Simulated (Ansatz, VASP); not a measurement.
**One calculation of Ni, two programs**

File INCAR:

```
AGGAC = 1.0 ; AGGAX = 1.0
ALDAC = 0.0 ; ALDAX = 1.0
ALGO = Normal ; EDIFF = 1E-7
EDIFFG = -0.01 ; ENCUT = 600
GGA = B5 ; IBRION = 2
ISIF = 3 ; ISMEAR = -1
LASPH = True ; LCHARG = False
LREAL = False ; LWAVE = False
NELM = 60 ; NSW = 80
PREC = Accurate ; SIGMA = 0.1
```

File KPOINTS:

```
k-points
0
Gamma
  6 6 6
```

File POSCAR:

```
Ni
1.0
    4.4398105893      0.0000000000      0.0000000000
    0.0000000000      4.4398105893      0.0000000000
    0.0000000000      0.0000000000      4.4398105893
Ni
8
Direct
    0.0000000000      0.0000000000      0.0000000000
    0.5000000000      0.5000000000      0.5000000000
    0.2500000000      0.0000000000      0.5000000000
    0.7500000000      0.0000000000      0.5000000000
    0.5000000000      0.2500000000      0.0000000000
    0.5000000000      0.7500000000      0.0000000000
    0.0000000000      0.5000000000      0.2500000000
    0.0000000000      0.5000000000      0.7500000000
```

Input for Ansatz:

```yaml
crystal:
  lattice:
    - [4.4398105893, 0.0, 0.0]
    - [0.0, 4.4398105893, 0.0]
    - [0.0, 0.0, 4.4398105893]
  atoms:
    - { symbol: Ni, position: [0.0, 0.0, 0.0] }
    - { symbol: Ni, position: [0.5, 0.5, 0.5] }
    - { symbol: Ni, position: [0.25, 0.0, 0.5] }
    - { symbol: Ni, position: [0.75, 0.0, 0.5] }
    - { symbol: Ni, position: [0.5, 0.25, 0.0] }
    - { symbol: Ni, position: [0.5, 0.75, 0.0] }
    - { symbol: Ni, position: [0.0, 0.5, 0.25] }
    - { symbol: Ni, position: [0.0, 0.5, 0.75] }
hamiltonian:
  xc: blyp
  pseudopotentials:
    kind: paw
    azcp:
      Ni: "pseudopotentials/Ni.paw.azcp"
basis:
  ecutwfc: 420
  fft_grid_basis: typed
kpoints:
  mp_grid: { grid: [6, 6, 6], shift: [0, 0, 0] }
magnetization:
  spin_polarized: false
scf:
  occupations: { method: fermi_dirac, width: 0.1 }
relax:
  max_steps: 60
  f_tol: 0.01
  cell: {}
```

Alike in both runs: task relaxation of cell and atoms; functional BLYP; k mesh 6 × 6 × 6; occupations fermi-dirac, width 0.1 eV; no spin polarisation.

```csv
,VASP,Ansatz
version,VASP 6.6.1,Ansatz 0.2.0
potentials or method,"VASP PAW PBE potentials, release 64 (Ni), cutoff 600 eV","plane waves (420 eV) with PAW, scalar-relativistic"
valence electrons in the cell,80,144
```

|  | VASP | Ansatz | Ansatz less VASP |
| --- | --- | --- | --- |
| relaxed volume (Å³/atom) | 11.68 | 11.67 | -0.009 |
| relaxed cell length with the largest relative difference (Å) | 4.538 | 4.537 | -0.0012 |

VASP's potentials were made for PBE, not for BLYP. VASP's potentials hold 80 valence electrons a cell and Ansatz's 144, so a difference there can come from the potentials and not from the codes.
